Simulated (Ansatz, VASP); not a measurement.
# Two plane-wave programs on Re

INCAR

```
  PREC = Accurate
  ENCUT = 520
  EDIFF = 1E-7
  ISMEAR = 0
  SIGMA = 0.15
  LREAL = F
  LASPH = T
  NELM = 60
  ALGO = Normal
  ISIF = 2
  LWAVE = F
  LCHARG = F
  GGA = PE
  NBANDS = 10
```

The input KPOINTS:

```
regular mesh
0
Gamma
  10 10 10
```

The input POSCAR:

```
Re
1.0
    0.0000000000      2.0720874830      1.7755717642
    2.0720874830      0.0000000000      1.7755717642
    2.0720874830      2.0720874830      0.0000000000
Re
1
Direct
    0.0000000000      0.0000000000      0.0000000000
```

Input for Ansatz:

```yaml
crystal:
  lattice:
    - [0.0, 2.072087483, 1.7755717642]
    - [2.072087483, 0.0, 1.7755717642]
    - [2.072087483, 2.072087483, 0.0]
  atoms:
    - { symbol: Re, position: [0.0, 0.0, 0.0] }
basis:
  ecutwfc: 420
kpoints:
  mp_grid: { grid: [10, 10, 10] }
hamiltonian:
  xc: pbe
scf:
  occupations: { method: gaussian, width: 0.15 }
output:
  forces: true
  stress: true
  eigenvalues: true
```

Alike in both runs: task single point; functional PBE; k mesh 10 × 10 × 10; occupations gaussian, width 0.15 eV; no spin polarisation.

```csv
,VASP,Ansatz
version,VASP 6.6.1,Ansatz 0.2.0
potentials or method,"VASP PAW PBE potentials, release 64 (Re), cutoff 520 eV","scalar-relativistic, plane waves, PAW"
valence electrons in the cell,7,15
```

VASP gave:

```
gap on the k mesh at the Fermi level (eV)                     : none
pressure (GPa)                                                : -4.3
traceless stress, the component that is largest in VASP (GPa) : 15.14
```

**Question.** Estimate Ansatz's values.

**Answer.** gap on the k mesh at the Fermi level (eV): none; pressure (GPa): -3.7; traceless stress, the component that is largest in VASP (GPa): 14.95.

A gap of «none» marks a metal or a gap that the smearing closes. VASP's potentials hold 7 valence electrons a cell and Ansatz's 15, so a difference there can come from the potentials and not from the codes.

Spin-orbit coupling is off throughout.
